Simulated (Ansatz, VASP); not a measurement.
## Two plane-wave programs on Ca

INCAR

```
PREC = Accurate
ENCUT = 600
EDIFF = 1E-6
ISMEAR = -1
SIGMA = 0.05
LREAL = False
LASPH = True
NELM = 60
ALGO = Fast
ISIF = 3
LWAVE = False
LCHARG = False
GGA = PS
IBRION = 2
NSW = 60
EDIFFG = -0.01
```

File KPOINTS:

```
Automatic mesh
0
Gamma
  9 9 9
```

File POSCAR:

```
Ca
1.0
   -2.0964874600      2.1017318100      2.4453524600
    2.0964874600     -2.1017318100      2.4453524600
    2.0964874600      2.1017318100     -2.4453524600
Ca
1
Direct
    0.5000000000      0.5000000000      0.0000000000
```

Contents of input.yaml:

```yaml
crystal:
  lattice:
    - [-2.09648746, 2.10173181, 2.44535246]
    - [2.09648746, -2.10173181, 2.44535246]
    - [2.09648746, 2.10173181, -2.44535246]
  atoms:
    - { symbol: Ca, position: [0.5, 0.5, 0.0] }
hamiltonian:
  xc: pbesol
  pseudopotentials: { kind: paw }
kpoints:
  mp_grid: { grid: [9, 9, 9] }
scf:
  occupations: { method: fermi_dirac, width: 0.05 }
output:
  forces: true
  stress: true
  eigenvalues: true
  write_density: true
  write_potential: true
  elf: true
  volumetric_format: npy
relax:
  f_tol: 0.01
  max_steps: 40
  cell: { stress_tol: 0.05 }
```

Alike in both runs: task relaxation of cell and atoms; functional PBEsol; k mesh 9 × 9 × 9; occupations fermi-dirac, width 0.05 eV; no spin polarisation.

|  | VASP | Ansatz |
| --- | --- | --- |
| version | VASP 6.6.1 | Ansatz 0.2.0 |
| potentials or method | VASP PAW PBE potentials, release 64 (Ca_sv) | Ansatz PAW |
| plane-wave cutoff (eV) | 600 | 420 |
| valence electrons in the cell | 10 | 10 |

|  | VASP | Ansatz | Ansatz less VASP |
| --- | --- | --- | --- |
| gap on the k mesh at the Fermi level, each at its own relaxed structure (eV) | none | none | - |
| relaxed volume (Å³/atom) | 40.71 | 40.60 | -0.116 |
| relaxed length of the cell vector where the two differ most in proportion (Å) | 3.860 | 3.855 | -0.0051 |

VASP's potentials were made for PBE, not for PBEsol. A gap of «none» marks a metal or a gap that the smearing closes.

Noted on Ansatz's run: the plane-wave basis is chosen anew once the cell has moved, so the energies of steps on either side of that aren't comparable.
